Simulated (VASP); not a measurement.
Write the native input for VASP 6.6.1 that does the following.

```yaml
Task: relaxation of cell and atoms
Functional: PBE
Potentials_or_basis: VASP PAW PBE potentials, release 64 (B, P)
Cutoff: 600 eV
k_mesh: 10 × 10 × 10
Occupations: gaussian, width 0.01 eV
Spin: no spin polarisation
Target_pressure: 12 GPa
Dipole_correction: no
Further_INCAR_settings: ALGO = Normal; EDIFF = 1e-07; IBRION = 2; EDIFFG = -0.001; NSW = 80; ISIF = 3
```

The structure of BP lies in POSCAR:

```
BP
1.0
    0.0000000000      2.2741906187      2.2741906187
    2.2741906187      0.0000000000      2.2741906187
    2.2741906187      2.2741906187      0.0000000000
B P
1 1
Direct
    0.0000000000      0.0000000000      0.0000000000
    0.7500000000      0.7500000000      0.7500000000
```

The input as run:

INCAR

```
SYSTEM = BP
PREC = Accurate
ENCUT = 600
EDIFF = 1E-7
ISMEAR = 0
SIGMA = 0.01
LREAL = .False.
LASPH = .True.
NELM = 80
ALGO = Normal
ISIF = 3
LWAVE = .False.
LCHARG = .False.
GGA = PE
IBRION = 2
NSW = 80
EDIFFG = -0.001
PSTRESS = 120.0
```

KPOINTS

```
regular mesh
0
Gamma
  10 10 10
  0 0 0
```

Potentials or basis: VASP PAW PBE potentials, release 64 (B, P).

Command:

```bash
$ cat potpaw_PBE.64/B/POTCAR potpaw_PBE.64/P/POTCAR > POTCAR
$ mpirun -np 1 vasp_std > vasp.out
```

It gave:

```yaml
Relaxed_volume: 11.00 Å³/atom
Relaxed_cell: a = 3.145 Å, b = 3.145 Å, c = 3.145 Å, α = 60.00°, β = 60.00°, γ = 60.00°
Space_group_after_relaxing_to_0.1_Å: F-43m (No. 216)
Energy_change_on_relaxing_the_run_minimises_the_enthalpy: +26.4 meV/atom
Ionic_steps: 6
Pressure_after_relaxing: 12.0 GPa
Band_gap_on_the_k_mesh: 1.16 eV (least direct gap 3.50 eV)
```

Caveat: the cell is relaxed towards a set pressure, so the run minimises the enthalpy, not the energy.

It took 26 s on 1 thread of Intel(R) Xeon(R) Platinum 8488C (Sapphire Rapids), on a shared host, peak memory 0.15 GiB.
